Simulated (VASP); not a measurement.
# Mg2H (Fm-3m) in VASP: notebook

Mg2H is run at these levels: PBE; tasks: single point, relaxation of cell and atoms.

Everything below comes from runs of VASP 6.6.1. Logs are shortened: lines on timing, memory, paths and dates and some standing lists are left out, and cuts for length are marked.

### Step 1. The cell of the first run

The structure is cubic, space group Fm-3m (No. 225). The conventional cell has a = 5.890 Å, b = 5.890 Å, c = 5.890 Å, α = 90.00°, β = 90.00°, γ = 90.00°. Within 3.4 Å of Mg (site symmetry -43m) lie 4 H at 2.55 Å and 6 Mg at 2.95 Å. Within 3.4 Å of H (site symmetry m-3m) lie 8 Mg at 2.55 Å.

### Step 2. Single point, PBE

Input file INCAR:

```
PREC = Accurate
ENCUT = 520
EDIFF = 1E-7
ISMEAR = 0
SIGMA = 0.1
LREAL = False
LASPH = True
NELM = 100
ALGO = Normal
ISIF = 2
LWAVE = False
LCHARG = True
GGA = PE
LELF = True
LVHAR = True
NBANDS = 10
```

Input file KPOINTS:

```
regular mesh
0
Gamma
  6 6 6
```

Input file POSCAR:

```
Mg2H
1.0
    0.0000000000      2.9452382442      2.9452382442
    2.9452382442      0.0000000000      2.9452382442
    2.9452382442      2.9452382442      0.0000000000
Mg H
2 1
Direct
    0.2500000000      0.2500000000      0.2500000000
    0.7500000000      0.7500000000      0.7500000000
    0.0000000000      0.0000000000      0.0000000000
```

Potentials or basis: VASP PAW PBE potentials, release 64 (Mg, H).

On the command line:

```console
$ cat potpaw_PBE.64/Mg/POTCAR potpaw_PBE.64/H/POTCAR > POTCAR
$ mpirun -np 1 vasp_std > vasp.out
```

OUTCAR:

```text
PREC = Accurate
   ENCUT = 520
   EDIFF = 1E-7
   ISMEAR = 0
   LREAL = False
   LASPH = True
   NELM = 100
   ISIF = 2
   GGA = PE

 ion  position               nearest neighbor table
   1  0.250  0.250  0.250-   2 2.95   2 2.95   2 2.95   2 2.95   2 2.95   2 2.95
   2  0.750  0.750  0.750-   1 2.95   1 2.95   1 2.95   1 2.95   1 2.95   1 2.95
   3  0.000  0.000  0.000-

  LATTYP: Found a face centered cubic cell.
 ALAT       =     5.8904764884

  Lattice vectors:

 A1 = (   0.0000000000,   2.9452382442,   2.9452382442)
 A2 = (   2.9452382442,   0.0000000000,   2.9452382442)
 A3 = (   2.9452382442,   2.9452382442,   0.0000000000)

Analysis of symmetry for initial positions (statically):
=====================================================================
 Subroutine PRICEL returns:
 Original cell was already a primitive cell.

 Routine SETGRP: Setting up the symmetry group for a
 face centered cubic supercell.

 Subroutine GETGRP returns: Found 48 space group operations
 (whereof 48 operations were pure point group operations)
 out of a pool of 48 trial point group operations.

The static configuration has the point symmetry O_h .

Analysis of symmetry for dynamics (positions and initial velocities):
=====================================================================
 Subroutine PRICEL returns:
 Original cell was already a primitive cell.

 Routine SETGRP: Setting up the symmetry group for a
 face centered cubic supercell.

 Subroutine GETGRP returns: Found 48 space group operations
 (whereof 48 operations were pure point group operations)
 out of a pool of 48 trial point group operations.

The dynamic configuration has the point symmetry O_h .

 Subroutine INISYM returns: Found 48 space group operations
 (whereof 48 operations are pure point group operations),
 and found     1 'primitive' translations

----------------------------------------------------------------------------------------

                                     Primitive cell

  volume of cell :      51.0965

  direct lattice vectors                    reciprocal lattice vectors
     0.000000000  2.945238244  2.945238244    -0.169765553  0.169765553  0.169765553
     2.945238244  0.000000000  2.945238244     0.169765553 -0.169765553  0.169765553
     2.945238244  2.945238244  0.000000000     0.169765553  0.169765553 -0.169765553

  length of vectors
     4.165195869  4.165195869  4.165195869     0.294042564  0.294042564  0.294042564

  position of ions in fractional coordinates (direct lattice)
     0.250000000  0.250000000  0.250000000
     0.750000000  0.750000000  0.750000000
     0.000000000  0.000000000  0.000000000

  ion indices of the primitive-cell ions
   primitive index   ion index
                 1           1
                 2           2
                 3           3

----------------------------------------------------------------------------------------

 KPOINTS: regular mesh

Automatic generation of k-mesh.
 Grid dimensions read from file:
 generate k-points for:    6    6    6

 Generating k-lattice:

  Cartesian coordinates                     Fractional coordinates (reciprocal lattice)
    -0.028294259  0.028294259  0.028294259     0.166666667  0.000000000  0.000000000
     0.028294259 -0.028294259  0.028294259     0.000000000  0.166666667  0.000000000
     0.028294259  0.028294259 -0.028294259     0.000000000  0.000000000  0.166666667

  Length of vectors
     0.049007094  0.049007094  0.049007094

  Shift w.r.t. Gamma in fractional coordinates (k-lattice)
     0.000000000  0.000000000  0.000000000

 Subroutine IBZKPT returns following result:
 ===========================================

 Found     16 irreducible k-points:

 Following reciprocal coordinates:
            Coordinates               Weight
  0.000000  0.000000  0.000000      1.000000
  0.166667  0.000000  0.000000      8.000000
  0.333333  0.000000  0.000000      8.000000
  0.500000  0.000000  0.000000      4.000000
  0.166667  0.166667  0.000000      6.000000
  0.333333  0.166667  0.000000     24.000000
[... 8 lines left out ...]
 -0.333333  0.333333  0.166667     24.000000
 -0.333333  0.500000  0.166667     12.000000
   k-points           NKPTS =     16   k-points in BZ     NKDIM =     16   number of bands    NBANDS=     10
   number of dos      NEDOS =    301   number of ions     NIONS =      3
   total plane-waves  NPLWV =  32768
   dimension x,y,z NGX =    32 NGY =   32 NGZ =   32
   dimension x,y,z NGXF=    64 NGYF=   64 NGZF=   64
   ions per type =               2   1
   NGX,Y,Z   is equivalent  to a cutoff of  12.77, 12.77, 12.77 a.u.
   NGXF,Y,Z  is equivalent  to a cutoff of  25.54, 25.54, 25.54 a.u.
 SYSTEM =  unknown system
   PREC   = accura    normal or accurate (medium, high low for compatibility)
   ISTART =      0    job   : 0-new  1-cont  2-samecut
   ICHARG =      2    charge: 1-file 2-atom 10-const
   ISPIN  =      1    spin polarized calculation?
   LNONCOLLINEAR =      F non collinear calculations
   LSORBIT =      F    spin-orbit coupling
   LASPH  =      T    aspherical Exc in radial PAW
   ENCUT  =  520.0 eV  38.22 Ry    6.18 a.u.   7.74  7.74  7.74*2*pi/ulx,y,z
   NELM   =    100;   NELMIN=  2; NELMDL= -5     # of ELM steps
   EDIFF  = 0.1E-06   stopping-criterion for ELM
   LREAL  =      F    real-space projection
   EDIFFG = 0.1E-05   stopping-criterion for IOM
   NSW    =      0    number of steps for IOM
   IBRION =     -1    ionic relax: 0-MD 1-quasi-New 2-CG
   NFREE  =      0    steps in history (QN), initial steepest desc. (CG)
   ISIF   =      2    stress and relaxation
   ISYM   =      2    0-nonsym 1-usesym 2-fastsym
   POTIM  = 0.5000    time-step for ionic-motion
   TEBEG  =    0.0;   TEEND  =   0.0 temperature during run
   PSTRESS=    0.0 pullay stress
   NELECT =       5.0000    total number of electrons
   NUPDOWN=      -1.0000    fix difference up-down
   EMIN   =  10.00;   EMAX   =-10.00  energy-range for DOS
   EFERMI =   0.00;   METHOD = LEGACY
   ISMEAR =     0;   SIGMA  =   0.10  broadening in eV -4-tet -1-fermi 0-gaus
   EFERMI_NEDOS =   21; number of points for ismear=-14 and -15
   IALGO  =     38    algorithm
   IMIX   =      4    mixing-type and parameters
     AMIX     =   0.40;   BMIX     =  1.00
     AMIX_MAG =   1.60;   BMIX_MAG =  1.00
  volume/ion in A,a.u.               =      17.03       114.94
  Fermi-wavevector in a.u.,A,eV,Ry     =   0.754399  1.425607  7.743317  0.569118
  Thomas-Fermi vector in A             =   1.852057
   LORBIT       =      0    0 simple, 1 ext, 2 COOP (PROOUT), +10 PAW based schemes
   GGA     = PE    functional components
   LHFCALC =     F    Hartree Fock is set to
   AEXX    =    0.0000 exact exchange contribution
   IVDW    =     0    specifies the selected vdW correction
   LEPSILON=     F    determine dielectric tensor
   LRPA    =     F    only Hartree local field effects (RPA)
 non-spin polarized calculation
 Gauss-broadening in eV      SIGMA  =   0.10
  energy-cutoff  :      520.00
  volume of cell :       51.10
 maximum number of plane-waves:      1384
   NGX = 15   NGY = 15   NGZ = 15

 number of electron       5.0000000 magnetization

 Free energy of the ion-electron system (eV)
  ---------------------------------------------------
  ext. energy  EPLUGINS =         0.00000000
  ---------------------------------------------------
  free energy    TOTEN  =        -5.09393275 eV

  energy without entropy =       -5.08512151  energy(sigma->0) =       -5.08952713

 E-fermi :   2.5479     XC(G=0):  -8.4978

 val. band max:        2.5411188268   @ k =  -0.3333   0.3333   0.1667
 cond. band min:       2.6465773161   @ k =  -0.3333   0.1667   0.0000
 fundamental gap:      0.1054584893
 Fermi energy:         2.5479452858

 k-point     1 :       0.0000    0.0000    0.0000
  band No.  band energies     occupation
      1      -5.4099      2.00000
      2       3.8252      0.00000
      3       7.0600      0.00000
      4       7.0600      0.00000
      5       7.0600      0.00000
      6       7.5795      0.00000
      7       7.5795      0.00000
      8       7.5795      0.00000
      9      10.5858      0.00000
     10      10.5858      0.00000

 k-point     2 :       0.1667    0.0000    0.0000
  band No.  band energies     occupation
      1      -5.0809      2.00000
      2       2.7021      0.02921
      3       5.2899      0.00000
      4       6.3035      0.00000
      5       6.3035      0.00000
      6       8.7111      0.00000
      7       8.7111      0.00000
      8       9.1833      0.00000
      9       9.1833      0.00000
     10       9.7610      0.00000

 k-point     3 :       0.3333    0.0000    0.0000
  band No.  band energies     occupation
      1      -4.1508      2.00000
      2       0.3542      2.00000
      3       4.6536      0.00000
      4       5.9616      0.00000
      5       5.9616      0.00000
      6       7.2982      0.00000
      7       7.2982      0.00000
      8       9.2709      0.00000
      9      11.3227      0.00000
     10      11.3227      0.00000

 k-point     4 :       0.5000    0.0000    0.0000
  band No.  band energies     occupation
      1      -3.2470      2.00000
      2      -1.1096      2.00000
      3       4.4919      0.00000
      4       6.0979      0.00000
      5       6.0979      0.00000
      6       6.5218      0.00000
      7       6.5218      0.00000
      8       8.8377      0.00000
      9      14.1302      0.00000
     10      14.1302      0.00000

 k-point     5 :       0.1667    0.1667    0.0000
  band No.  band energies     occupation
      1      -4.9714      2.00000
      2       2.8151      0.00016
      3       5.1306      0.00000
      4       5.1306      0.00000
      5       6.1666      0.00000
      6       7.0047      0.00000
      7       9.0245      0.00000
      8      10.3764      0.00000
      9      10.3764      0.00000
     10      11.0121      0.00000

 k-point     6 :       0.3333    0.1667    0.0000
  band No.  band energies     occupation
      1      -4.2370      2.00000
      2       1.2414      2.00000
      3       3.7669      0.00000
      4       4.5878      0.00000
      5       5.4566      0.00000
      6       7.1799      0.00000
      7       9.3414      0.00000
      8       9.7140      0.00000
      9      11.3983      0.00000
     10      12.5118      0.00000
[... 79 lines left out ...]
 k-point    13 :       0.5000    0.5000    0.0000
  band No.  band energies     occupation
      1      -2.4860      2.00000
      2      -0.2543      2.00000
      3       2.7657      0.00207
      4       3.4049      0.00000
      5       3.4049      0.00000
      6       4.5818      0.00000
      7      12.2919      0.00000
      8      13.2217      0.00000
      9      15.2501      0.00000
     10      15.2501      0.00000

 k-point    14 :       0.5000    0.3333    0.1667
  band No.  band energies     occupation
      1      -3.3833      2.00000
      2       0.5771      2.00000
      3       2.0823      2.00000
      4       3.2043      0.00000
      5       6.1645      0.00000
      6       7.4732      0.00000
      7       8.4865      0.00000
      8      11.1332      0.00000
      9      13.2082      0.00000
     10      13.2448      0.00000

 k-point    15 :      -0.3333    0.3333    0.1667
  band No.  band energies     occupation
      1      -2.6394      2.00000
      2      -0.1872      2.00000
      3       1.5335      2.00000
      4       2.5411      1.07691
      5       6.4402      0.00000
      6       7.8059      0.00000
      7       9.3170      0.00000
      8      10.3554      0.00000
      9      12.6141      0.00000
     10      13.7935      0.00000

 k-point    16 :      -0.3333    0.5000    0.1667
  band No.  band energies     occupation
      1      -2.3754      2.00000
      2       0.2238      2.00000
      3       1.3577      2.00000
      4       1.6231      2.00000
      5       5.8296      0.00000
      6       7.1238      0.00000
      7      10.0528      0.00000
      8      10.6567      0.00000
      9      14.3603      0.00000
     10      15.6869      0.00000

------------------------ aborting loop because EDIFF is reached ----------------------------------------

  FORCE on cell =-STRESS in cart. coord.  units (eV):
  Direction    XX          YY          ZZ          XY          YZ          ZX
  --------------------------------------------------------------------------------------
  -------------------------------------------------------------------------------------
  Total       -0.0303878     -0.0303878     -0.0303878     -0.0000000     -0.0000000     -0.0000000
  in kB       -0.9528383     -0.9528383     -0.9528383     -0.0000000     -0.0000000     -0.0000000
  external PRESSURE =      -0.9528383 kB  Pullay stress =       0.0000000 kB

 VOLUME and BASIS-vectors are now :
 -----------------------------------------------------------------------------
  energy-cutoff  :      520.00
  volume of cell :       51.10
      direct lattice vectors                 reciprocal lattice vectors
     0.000000000  2.945238244  2.945238244    -0.169765553  0.169765553  0.169765553
     2.945238244  0.000000000  2.945238244     0.169765553 -0.169765553  0.169765553
     2.945238244  2.945238244  0.000000000     0.169765553  0.169765553 -0.169765553

 POSITION                                       TOTAL-FORCE (eV/Angst)
 -----------------------------------------------------------------------------------
      1.47262      1.47262      1.47262        -0.000000     -0.000000     -0.000000
      4.41786      4.41786      4.41786         0.000000      0.000000      0.000000
      0.00000      0.00000      0.00000         0.000000     -0.000000     -0.000000
 -----------------------------------------------------------------------------------
    total drift:                                0.000000     -0.000000      0.000000

  FREE ENERGIE OF THE ION-ELECTRON SYSTEM (eV)
  ---------------------------------------------------
  free  energy   TOTEN  =        -5.0939327506 eV

  energy  without entropy=       -5.0851215090  energy(sigma->0) =       -5.08952713
```

It took 6.8 s on 1 thread of AMD EPYC 9R14 (Zen 4), shared host; peak memory 0.14 GiB.

What came out:

```yaml
Free_energy: -5.0939 eV
Pressure: -0.1 GPa
```

### Step 3. Relaxation of cell and atoms, PBE

This run uses another cell than the first one, of 14.11 Å³/atom, 0.828 times its volume.

Input file INCAR:

```
ALGO = Normal
EDIFF = 1E-7
EDIFFG = -0.04
ENCUT = 600
GGA = PE
IBRION = 2
ISIF = 3
ISMEAR = 0
LASPH = T
LCHARG = F
LREAL = F
LWAVE = F
NELM = 60
NSW = 90
PREC = Accurate
SIGMA = 0.1
```

Input file KPOINTS:

```
k-points
0
Gamma
  6 6 6
```

Input file POSCAR:

```
Mg2H
1.0
    0.0000000000      2.7659813700      2.7659813700
    2.7659813700      0.0000000000      2.7659813700
    2.7659813700      2.7659813700      0.0000000000
Mg H
2 1
Direct
    0.2500000000      0.2500000000      0.2500000000
    0.7500000000      0.7500000000      0.7500000000
    0.0000000000      0.0000000000      0.0000000000
```

Potentials or basis: VASP PAW PBE potentials, release 64 (Mg, H).

On the command line:

```console
$ cat potpaw_PBE.64/Mg/POTCAR potpaw_PBE.64/H/POTCAR > POTCAR
$ mpirun -np 1 vasp_std > vasp.out
```

OUTCAR:

```text
EDIFF = 1E-7
   EDIFFG = -0.04
   ENCUT = 600
   GGA = PE
   IBRION = 2
   ISIF = 3
   ISMEAR = 0
   LASPH = T
   LREAL = F
   NELM = 60
   NSW = 90
   PREC = Accurate

 ion  position               nearest neighbor table
   1  0.250  0.250  0.250-   2 2.77   2 2.77   2 2.77   2 2.77   2 2.77   2 2.77
   2  0.750  0.750  0.750-   1 2.77   1 2.77   1 2.77   1 2.77   1 2.77   1 2.77
   3  0.000  0.000  0.000-

  LATTYP: Found a face centered cubic cell.
 ALAT       =     5.5319627400

  Lattice vectors:

 A1 = (   0.0000000000,   2.7659813700,   2.7659813700)
 A2 = (   2.7659813700,   0.0000000000,   2.7659813700)
 A3 = (   2.7659813700,   2.7659813700,   0.0000000000)

Analysis of symmetry for initial positions (statically):
=====================================================================
 Subroutine PRICEL returns:
 Original cell was already a primitive cell.

 Routine SETGRP: Setting up the symmetry group for a
 face centered cubic supercell.

 Subroutine GETGRP returns: Found 48 space group operations
 (whereof 48 operations were pure point group operations)
 out of a pool of 48 trial point group operations.

The static configuration has the point symmetry O_h .

[... 141 lines left out ...]
 maximum number of plane-waves:      1428
   NGX = 15   NGY = 15   NGZ = 15

--------------------------------------- Ionic step        1  -------------------------------------------

 number of electron       5.0000000 magnetization

 Free energy of the ion-electron system (eV)
  ---------------------------------------------------
  ext. energy  EPLUGINS =         0.00000000
  ---------------------------------------------------
  free energy    TOTEN  =        -4.88295750 eV

  energy without entropy =       -4.87594017  energy(sigma->0) =       -4.87944883

------------------------ aborting loop because EDIFF is reached ----------------------------------------

  FORCE on cell =-STRESS in cart. coord.  units (eV):
  Direction    XX          YY          ZZ          XY          YZ          ZX
  --------------------------------------------------------------------------------------
  -------------------------------------------------------------------------------------
  Total        2.3914811      2.3914811      2.3914811     -0.0000000      0.0000000     -0.0000000
  in kB       90.5315160     90.5315160     90.5315160     -0.0000000      0.0000000     -0.0000000
  external PRESSURE =      90.5315160 kB  Pullay stress =       0.0000000 kB
[... 98 lines left out ...]
--------------------------------------- Ionic step        4  -------------------------------------------

 number of electron       5.0000000 magnetization

 Free energy of the ion-electron system (eV)
  ---------------------------------------------------
  ext. energy  EPLUGINS =         0.00000000
  ---------------------------------------------------
  free energy    TOTEN  =        -5.09315984 eV

  energy without entropy =       -5.08436634  energy(sigma->0) =       -5.08876309

 E-fermi :   2.5513     XC(G=0):  -8.4998

 val. band max:        2.5443280786   @ k =  -0.3333   0.3333   0.1667
 cond. band min:       2.6503105144   @ k =  -0.3333   0.1667   0.0000
 fundamental gap:      0.1059824358
 Fermi energy:         2.5512932647

 k-point     1 :       0.0000    0.0000    0.0000
  band No.  band energies     occupation
      1      -5.4100      2.00000
      2       3.8291      0.00000
      3       7.0658      0.00000
      4       7.0658      0.00000
      5       7.0658      0.00000
      6       7.5833      0.00000
[... 163 lines left out ...]
  FREE ENERGIE OF THE ION-ELECTRON SYSTEM (eV)
  ---------------------------------------------------
  free  energy   TOTEN  =        -5.0931598388 eV

  energy  without entropy=       -5.0843663355  energy(sigma->0) =       -5.08876309

 reached required accuracy - stopping structural energy minimisation
```

It took 14 s on 1 thread of AMD EPYC 9R14 (Zen 4), shared host; peak memory 0.15 GiB.

Results:

```
Free energy                            : -5.0932 eV
Relaxed volume                         : 17.02 Å³/atom
Relaxed cell                           : a = 4.164 Å, b = 4.164 Å, c = 4.164 Å, α = 60.00°, β = 60.00°, γ = 60.00°
Space group after relaxing (to 0.05 Å) : Fm-3m (No. 225)
Energy gained by relaxing              : 70.1 meV/atom
Ionic steps                            : 4
Pressure after relaxing                : -0.1 GPa
```

Step by step:
```
step  energy change (eV)  largest force (eV/Å)  pressure (GPa)  volume (Å³)
   1              0.0000                0.0000            9.05        42.32
   2             -0.1805                0.0000            2.85        47.40
   3             -0.2072                0.0000           -0.77        52.19
   4             -0.2102                0.0000           -0.07        51.06
```

Final structure:
```
Mg H
1.0
     0.00000    2.94463    2.94463
     2.94463    0.00000    2.94463
     2.94463    2.94463    0.00000
Mg H
2 1
Cartesian
  1.4723 1.4723 1.4723
  4.4169 4.4169 4.4169
  0.0000 0.0000 0.0000
```

Caveat: the volume moved by over 15 % at a fixed basis, so the end points are rough.
